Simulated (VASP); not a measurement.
# TaF3 (Pm-3m) in VASP: a series of runs, part 2 of 2

VASP 6.6.1. Earlier steps stand in the parts before.

### Step 4. Single point, PBE

This run uses another cell than the first one, of 14.84 Å³/atom.

INCAR reads:

```
SYSTEM = TaF3
  PREC = Accurate
  ENCUT = 520
  EDIFF = 1E-7
  ISMEAR = 0
  SIGMA = 0.1
  LREAL = .False.
  LASPH = .True.
  NELM = 100
  ALGO = Normal
  ISIF = 2
  LWAVE = .False.
  LCHARG = .False.
  GGA = PE
  NBANDS = 24
```

KPOINTS reads:

```
Automatic mesh
0
Gamma
  4 4 4
  0 0 0
```

POSCAR reads:

```
TaF3
1.0
    3.9012000000      0.0000000000      0.0000000000
    0.0000000000      3.9012000000      0.0000000000
    0.0000000000      0.0000000000      3.9012000000
Ta F
1 3
Direct
    0.0000000000      0.0000000000      0.0000000000
    0.5000000000      0.0000000000      0.0000000000
    0.0000000000      0.5000000000      0.0000000000
    0.0000000000      0.0000000000      0.5000000000
```

Potentials or basis: VASP PAW PBE potentials, release 64 (Ta_pv, F).

Command:

```console
> cat potpaw_PBE.64/Ta_pv/POTCAR potpaw_PBE.64/F/POTCAR > POTCAR
> mpirun -np 1 vasp_std > vasp.out
```

OUTCAR:

```text
SYSTEM = TaF3
   PREC = Accurate
   ENCUT = 520
   EDIFF = 1E-7
   ISMEAR = 0
   LREAL = .False.
   LASPH = .True.
   NELM = 100
   ISIF = 2
   GGA = PE

 ion  position               nearest neighbor table
   1  0.000  0.000  0.000-   2 1.95   3 1.95   4 1.95   4 1.95   3 1.95   2 1.95
   2  0.500  0.000  0.000-   1 1.95   1 1.95
   3  0.000  0.500  0.000-   1 1.95   1 1.95
   4  0.000  0.000  0.500-   1 1.95   1 1.95

  LATTYP: Found a simple cubic cell.
 ALAT       =     3.9012000000

  Lattice vectors:

 A1 = (   3.9012000000,   0.0000000000,   0.0000000000)
 A2 = (   0.0000000000,   3.9012000000,   0.0000000000)
 A3 = (   0.0000000000,   0.0000000000,   3.9012000000)

Analysis of symmetry for initial positions (statically):
=====================================================================
 Subroutine PRICEL returns:
 Original cell was already a primitive cell.

 Routine SETGRP: Setting up the symmetry group for a
 simple cubic supercell.

 Subroutine GETGRP returns: Found 48 space group operations
 (whereof 48 operations were pure point group operations)
 out of a pool of 48 trial point group operations.

The static configuration has the point symmetry O_h .

Analysis of symmetry for dynamics (positions and initial velocities):
=====================================================================
 Subroutine PRICEL returns:
 Original cell was already a primitive cell.

 Routine SETGRP: Setting up the symmetry group for a
 simple cubic supercell.

 Subroutine GETGRP returns: Found 48 space group operations
 (whereof 48 operations were pure point group operations)
 out of a pool of 48 trial point group operations.

The dynamic configuration has the point symmetry O_h .

 Subroutine INISYM returns: Found 48 space group operations
 (whereof 48 operations are pure point group operations),
 and found     1 'primitive' translations

[... 100 lines left out ...]
   IALGO  =     38    algorithm
   IMIX   =      4    mixing-type and parameters
     AMIX     =   0.40;   BMIX     =  1.00
     AMIX_MAG =   1.60;   BMIX_MAG =  1.00
  volume/ion in A,a.u.               =      14.84       100.17
  Fermi-wavevector in a.u.,A,eV,Ry     =   1.332273  2.517631 24.149685  1.774952
  Thomas-Fermi vector in A             =   2.461221
   LORBIT       =      0    0 simple, 1 ext, 2 COOP (PROOUT), +10 PAW based schemes
   GGA     = PE    functional components
   LHFCALC =     F    Hartree Fock is set to
   AEXX    =    0.0000 exact exchange contribution
   IVDW    =     0    specifies the selected vdW correction
   LEPSILON=     F    determine dielectric tensor
   LRPA    =     F    only Hartree local field effects (RPA)
 non-spin polarized calculation
 Gauss-broadening in eV      SIGMA  =   0.10
  energy-cutoff  :      520.00
  volume of cell :       59.37
 maximum number of plane-waves:      1628
 NGX is ok and might be reduce to    30
   NGX = 15   NGY = 15   NGZ = 15

 number of electron      32.0000001 magnetization

 Free energy of the ion-electron system (eV)
  ---------------------------------------------------
  ext. energy  EPLUGINS =         0.00000000
  ---------------------------------------------------
  free energy    TOTEN  =       -26.02348872 eV

  energy without entropy =      -26.01233492  energy(sigma->0) =      -26.01791182

 E-fermi :   5.1684     XC(G=0):  -9.0256

 val. band max:        4.6627247859   @ k =   0.5000   0.2500   0.0000
 cond. band min:       5.2375236168   @ k =   0.2500   0.2500   0.2500
 fundamental gap:      0.5747988309
 Fermi energy:         5.1684353717

 k-point     1 :       0.0000    0.0000    0.0000
  band No.  band energies     occupation
      1     -32.0294      2.00000
      2     -32.0294      2.00000
      3     -32.0294      2.00000
      4     -24.1081      2.00000
      5     -23.7785      2.00000
      6     -23.7785      2.00000
[... 259 lines left out ...]
     23      12.6676      0.00000
     24      12.6676      0.00000

------------------------ aborting loop because EDIFF is reached ----------------------------------------

  FORCE on cell =-STRESS in cart. coord.  units (eV):
  Direction    XX          YY          ZZ          XY          YZ          ZX
  --------------------------------------------------------------------------------------
  -------------------------------------------------------------------------------------
  Total        9.7005224      9.7005224      9.7005224     -0.0000000     -0.0000000      0.0000000
  in kB      261.7646872    261.7646872    261.7646872     -0.0000000     -0.0000000      0.0000000
  external PRESSURE =     261.7646872 kB  Pullay stress =       0.0000000 kB

 VOLUME and BASIS-vectors are now :
 -----------------------------------------------------------------------------
  energy-cutoff  :      520.00
  volume of cell :       59.37
      direct lattice vectors                 reciprocal lattice vectors
     3.901200000  0.000000000  0.000000000     0.256331385  0.000000000  0.000000000
     0.000000000  3.901200000  0.000000000     0.000000000  0.256331385  0.000000000
     0.000000000  0.000000000  3.901200000     0.000000000  0.000000000  0.256331385

 POSITION                                       TOTAL-FORCE (eV/Angst)
 -----------------------------------------------------------------------------------
      0.00000      0.00000      0.00000         0.000000      0.000000      0.000000
      1.95060      0.00000      0.00000         0.000000      0.000000      0.000000
      0.00000      1.95060      0.00000         0.000000      0.000000      0.000000
      0.00000      0.00000      1.95060         0.000000      0.000000      0.000000
 -----------------------------------------------------------------------------------
    total drift:                                0.000000      0.000000      0.000000

  FREE ENERGIE OF THE ION-ELECTRON SYSTEM (eV)
  ---------------------------------------------------
  free  energy   TOTEN  =       -26.0234887173 eV

  energy  without entropy=      -26.0123349174  energy(sigma->0) =      -26.01791182
```

OSZICAR:

```text
N       E                     dE             d eps       ncg     rms          rms(c)
DAV:   1     0.259492609403E+03    0.25949E+03   -0.18148E+04   480   0.131E+03
DAV:   2    -0.151144196565E+02   -0.27461E+03   -0.26608E+03   600   0.373E+02
DAV:   3    -0.280450758599E+02   -0.12931E+02   -0.12883E+02   568   0.806E+01
DAV:   4    -0.281515725046E+02   -0.10650E+00   -0.10648E+00   560   0.819E+00
DAV:   5    -0.281526675555E+02   -0.10951E-02   -0.10950E-02   552   0.812E-01    0.305E+01
DAV:   6    -0.260230607240E+02    0.21296E+01   -0.73340E+00   520   0.250E+01    0.155E+01
DAV:   7    -0.260193413169E+02    0.37194E-02   -0.19748E-01   520   0.396E+00    0.893E+00
DAV:   8    -0.260222825955E+02   -0.29413E-02   -0.22187E-02   512   0.149E+00    0.139E+00
DAV:   9    -0.260220806783E+02    0.20192E-03   -0.18075E-03   536   0.382E-01    0.107E-01
DAV:  10    -0.260234335337E+02   -0.13529E-02   -0.10457E-03   480   0.184E-01    0.530E-02
DAV:  11    -0.260234769489E+02   -0.43415E-04   -0.32517E-05   536   0.366E-02    0.115E-02
DAV:  12    -0.260234880816E+02   -0.11133E-04   -0.85850E-06   496   0.158E-02    0.835E-03
DAV:  13    -0.260234885750E+02   -0.49340E-06   -0.23447E-07   504   0.316E-03    0.153E-03
DAV:  14    -0.260234886960E+02   -0.12098E-06   -0.82654E-08   392   0.169E-03    0.577E-04
DAV:  15    -0.260234887173E+02   -0.21296E-07   -0.12718E-08   376   0.625E-04
   1 F= -.26023489E+02 E0= -.26017912E+02  d E =-.111538E-01
```

Run time: 9.5 s. Hardware: 1 thread of AMD EPYC 9R45 (Zen 5), shared host; peak memory 0.14 GiB.

What came out:

```
Free energy            : -26.0235 eV
Pressure               : 26.2 GPa
Band gap on the k mesh : zero (bands 16 and 17 overlap by 3.02 eV)
```

Caveat: the k points lie up to 0.40 Å⁻¹ apart, too coarse for converged energies and pressures of a metal; spin-orbit coupling is left out, which moves the levels of the heavy elements.

### Step 5. The runs side by side

| task | cell | k mesh | cutoff (eV) | gap on the mesh (eV) | pressure (GPa) |
| --- | --- | --- | --- | --- | --- |
| single point | a = 4.124 Å, 4 atoms | 12 × 12 × 12 | 520 | none | 0.0 |
| relaxation of cell and atoms | relaxed from a = 4.122 Å, 4 atoms | 12 × 12 × 12 | 600 | none | 0.1 |
| single point | a = 3.901 Å, 4 atoms | 4 × 4 × 4 | 520 | none | 26.2 |

Alike in all rows: level PBE; potentials or basis VASP PAW PBE potentials, release 64 (Ta_pv, F); no spin polarisation; smearing gaussian 0.1 eV.

Caveats: some runs use coarse meshes; spin-orbit coupling is left out, which moves the levels of the heavy elements; the relaxation stopped at its first step, so nothing moved (at least some runs).

Absolute energies hang on the potentials; compare differences alone.
